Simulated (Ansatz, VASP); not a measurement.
# One calculation of Ge, two programs

INCAR

```
PREC = Accurate
ENCUT = 520
EDIFF = 1E-7
ISMEAR = 0
SIGMA = 0.15
LREAL = F
LASPH = T
NELM = 100
ALGO = Normal
ISIF = 2
LWAVE = F
LCHARG = T
GGA = PS
LELF = T
LVHAR = T
NBANDS = 36
```

KPOINTS

```
regular mesh
0
Gamma
  12 12 8
```

POSCAR

```
Ge
1.0
    3.4932886429      0.0000000000      0.0000000000
   -1.7466443215      3.0252767075      0.0000000000
    0.0000000000      0.0000000000      6.2493425316
Ge
4
Direct
    0.0000000000      0.0000000000      0.0711500000
    0.0000000000      0.0000000000      0.5711500000
    0.3333333333      0.6666666667      0.8211500000
    0.6666666667      0.3333333333      0.3211500000
```

Input for Ansatz:

```yaml
crystal:
  lattice:
    - [3.4932886429, 0.0, 0.0]
    - [-1.7466443215, 3.0252767075, 0.0]
    - [0.0, 0.0, 6.2493425316]
  atoms:
    - { symbol: Ge, position: [0.0, 0.0, 0.07115] }
    - { symbol: Ge, position: [0.0, 0.0, 0.57115] }
    - { symbol: Ge, position: [0.3333333333, 0.6666666667, 0.82115] }
    - { symbol: Ge, position: [0.6666666667, 0.3333333333, 0.32115] }
basis:
  ecutwfc: 420
kpoints:
  mp_grid: { grid: [12, 12, 8] }
hamiltonian:
  xc: pbesol
scf:
  occupations: { method: gaussian, width: 0.15 }
output:
  forces: true
  stress: true
  eigenvalues: true
```

Change from the starting cell: strain -0.080 along x and y, +0.000 along z, atoms carried along.

Alike in both runs: task single point; functional PBEsol; k mesh 12 × 12 × 8; occupations gaussian, width 0.15 eV; no spin polarisation.

|  | VASP | Ansatz |
| --- | --- | --- |
| version | VASP 6.6.1 | Ansatz 0.2.0 |
| potentials or method | VASP PAW PBE potentials, release 64 (Ge_d), cutoff 520 eV | scalar-relativistic, plane waves, PAW |
| valence electrons in the cell | 56 | 56 |

VASP gave:

| Property | Result |
| --- | --- |
| gap on the k mesh at the Fermi level (eV) | none |
| pressure (GPa) | 16.3 |
| traceless stress, the component that is largest in VASP (GPa) | 2.47 |

Problem. Estimate Ansatz's values.

Solution. gap on the k mesh at the Fermi level (eV): none; pressure (GPa): 16.2; traceless stress, the component that is largest in VASP (GPa): 2.48.

VASP's potentials were made for PBE, not for PBEsol. A gap of «none» marks a metal or a gap that the smearing closes. With one functional, cell and mesh, what is left measures potentials, basis and numerics.
